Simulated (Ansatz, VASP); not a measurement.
# Two plane-wave programs on MgS

Contents of INCAR:

```
ALGO     = Normal         # electronic algorithm
EDIFF    = 1E-7           # SCF threshold, eV
EDIFFG   = -0.002         # ionic threshold
ENCUT    = 520            # plane-wave cutoff, eV
GGA      = PE             # functional
GGA_COMPAT= False        
IBRION   = 2              # ionic algorithm
ISIF     = 2              # what is computed and relaxed
ISMEAR   = 0              # smearing method
LASPH    = True           # aspherical terms in the spheres
LCHARG   = False          # write CHGCAR
LREAL    = False          # projectors in reciprocal space
LWAVE    = False          # write WAVECAR
NELM     = 120            # most SCF steps
NELMIN   = 4            
NSW      = 60             # ionic steps
PREC     = Accurate       # precision mode
SIGMA    = 0.02           # smearing width, eV
```

Contents of KPOINTS:

```
k-points
0
Gamma
  6 6 6
```

POSCAR

```
MgS
1.0
   -0.0278943209      2.6133491899      2.6133491899
    2.6133491899     -0.0278943209      2.6133491899
    2.6133491899      2.6133491899     -0.0278943209
Mg S
1 1
Direct
    0.0000000000      0.0000000000      0.0000000000
    0.5000000000      0.5000000000      0.5000000000
```

Input for Ansatz:

```yaml
crystal:
  lattice:
    - [-0.0278943209, 2.6133491912, 2.6133491912]
    - [2.6133491912, -0.0278943209, 2.6133491912]
    - [2.6133491912, 2.6133491912, -0.0278943209]
  atoms:
    - { symbol: Mg, position: [0.0, 0.0, 0.0] }
    - { symbol: S, position: [0.5, 0.5, 0.5] }
basis:
  ecutwfc: 420
kpoints:
  mp_grid: { grid: [6, 6, 6] }
hamiltonian:
  xc: pbe
  pseudopotentials: { kind: paw, azcp: { folder: soft_1 } }
scf:
  occupations: { method: gaussian, width: 0.02 }
output:
  forces: true
  stress: true
  eigenvalues: true
  write_density: true
  write_potential: true
  elf: true
  volumetric_format: npy
relax:
  adjacent_minimum: "off"
  f_tol: 0.002
  max_steps: 40
```

Change from the starting cell: strained cell.

Alike in both runs: task relaxation of the atoms; functional PBE; k mesh 6 × 6 × 6; occupations gaussian, width 0.02 eV; no spin polarisation.

|  | VASP | Ansatz |
| --- | --- | --- |
| version | VASP 6.6.1 | Ansatz 0.2.0 |
| potentials or method | VASP PAW PBE potentials, release 64 (Mg, S), cutoff 520 eV | scalar-relativistic, plane waves, PAW |
| valence electrons in the cell | 8 | 16 |

Ansatz gave:

```
gap on the k mesh at the Fermi level, each at its own relaxed structure (eV) : 2.63
```

**Question.** Which values does VASP return?

**Answer.** gap on the k mesh at the Fermi level, each at its own relaxed structure (eV): 2.61.

VASP's potentials hold 8 valence electrons a cell and Ansatz's 16, so a difference there can come from the potentials and not from the codes. Ansatz's warnings: stress scf threshold loose.

Noted on VASP's run: the relaxation stopped at its first step, so nothing moved.
